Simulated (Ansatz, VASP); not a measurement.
## Cu2Au in VASP and in Ansatz

```
Cu Au
1.0
     0.00000    3.53987    3.53987
     3.53987    0.00000    3.53987
     3.53987    3.53987    0.00000
Cu Au
4 2
Direct
  0.62500 0.62500 0.62500
  0.12500 0.62500 0.62500
  0.62500 0.62500 0.12500
  0.62500 0.12500 0.62500
  0.00000 0.00000 0.00000
  0.25000 0.25000 0.25000
```

Alike in both runs: task relaxation of cell and atoms; functional PBE; k mesh 4 × 4 × 4; occupations gaussian, width 0.1 eV; no spin polarisation.

|  | VASP | Ansatz |
| --- | --- | --- |
| version | VASP 6.6.1 | Ansatz 0.2.0 |
| potentials or method | VASP PAW PBE potentials, release 64 (Cu, Au), cutoff 600 eV | scalar-relativistic, plane waves, PAW |
| valence electrons in the cell | 66 | 114 |

|  | VASP | Ansatz | Ansatz less VASP |
| --- | --- | --- | --- |
| gap on the k mesh at the Fermi level, each at its own relaxed structure (eV) | none | none | - |
| relaxed volume (Å³/atom) | 13.95 | 13.92 | -0.035 |
| relaxed cell length with the largest relative difference (Å) | 4.910 | 4.906 | -0.0041 |

A gap of «none» marks a metal or a gap that the smearing closes. VASP's potentials hold 66 valence electrons a cell and Ansatz's 114, so a difference there can come from the potentials and not from the codes.

The k mesh is coarse, so the values compare programs but aren't converged. Spin-orbit coupling is off throughout.
